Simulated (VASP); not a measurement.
Li3Dy: relaxation of cell and atoms with PBE

The system is Li3Dy.

```
Li Dy
1.0
     3.41148    0.00000    0.00000
     0.00000    3.50372    0.00000
     0.00000    0.00000    7.53994
Li Dy
3 1
Direct
  0.00000 0.00000 0.20745
  0.50000 0.50000 0.00000
  0.00000 0.00000 0.79255
  0.50000 0.50000 0.50000
```

```
Program                : VASP 6.6.1
Task                   : relaxation of cell and atoms
Functional             : PBE
Potentials or basis    : VASP PAW PBE potentials, release 64 (Li_sv, Dy_3), 4f in core
Cutoff                 : 750 eV
k mesh                 : 6 × 6 × 2
Occupations            : gaussian, width 0.1 eV
Spin                   : no spin polarisation
Dipole correction      : no
Further INCAR settings : ALGO = Normal; EDIFF = 1e-07; IBRION = 2; EDIFFG = -0.04; NSW = 90; ISIF = 3
```

- Pressure after relaxing: 0.0 GPa
- Largest force after relaxing: 0.031 eV/Å
- Band gap on the k mesh: zero (bands 9 and 10 overlap by 0.73 eV)

Forces in eV/Å, atoms in the order of the input:
```
Li   0.000  0.000  0.031
Li   0.000  0.000  0.000
Li   0.000  0.000 -0.031
Dy   0.000  0.000  0.000
```

Stress tensor (GPa, compression positive):
```
 0.10  0.00  0.00
 0.00 -0.12  0.00
 0.00  0.00  0.11
```

Final structure:
```
Li Dy
1.0
     3.41148    0.00000    0.00000
     0.00000    3.50372    0.00000
     0.00000    0.00000    7.53994
Li Dy
3 1
Direct
  0.00000 0.00000 0.20745
  0.50000 0.50000 0.00000
  0.00000 0.00000 0.79255
  0.50000 0.50000 0.50000
```

Levels at points of the mesh, in eV from the Fermi level:
```tsv
k point	band 6	band 7	band 8	band 9	band 10	band 11	band 12	band 13
(0.00, 0.00, 0.00)	-23.57	-4.41	-2.40	-1.36	-0.23	1.34	3.05	3.36
(0.50, 0.00, 0.00)	-23.57	-2.05	-0.94	-0.83	0.17	0.33	0.57	2.37
(0.00, 0.50, 0.00)	-23.53	-2.19	-1.08	-0.83	-0.03	0.22	0.40	2.76
(0.50, 0.50, 0.00)	-23.72	-1.53	-0.08	0.04	0.42	0.44	1.37	3.16
(0.00, 0.00, 0.50)	-23.57	-4.21	-3.10	-0.61	-0.23	1.10	2.94	3.27
(0.50, 0.00, 0.50)	-23.57	-1.78	-1.38	-0.71	0.04	0.24	0.58	2.38
(0.00, 0.50, 0.50)	-23.53	-1.93	-1.44	-0.83	-0.15	0.18	0.39	2.77
(0.50, 0.50, 0.50)	-23.72	-1.53	-0.55	-0.48	1.37	2.00	2.08	2.30
```

It took 75 s on 1 thread of Intel(R) Xeon(R) Platinum 8375C CPU @ 2.90GHz (Ice Lake) (shared host), peak memory 0.29 GiB.

Caveat: the k points lie up to 0.42 Å⁻¹ apart in the final cell, too coarse for converged energies and pressures of a metal; the relaxation stopped at its first step, so nothing moved; spin-orbit coupling is left out, which moves the levels of the heavy elements; the 4f electrons are frozen in the core, so they carry no moment and show no levels. Spin polarisation is off, so any magnetic state and its effect on volume and gap are missing.
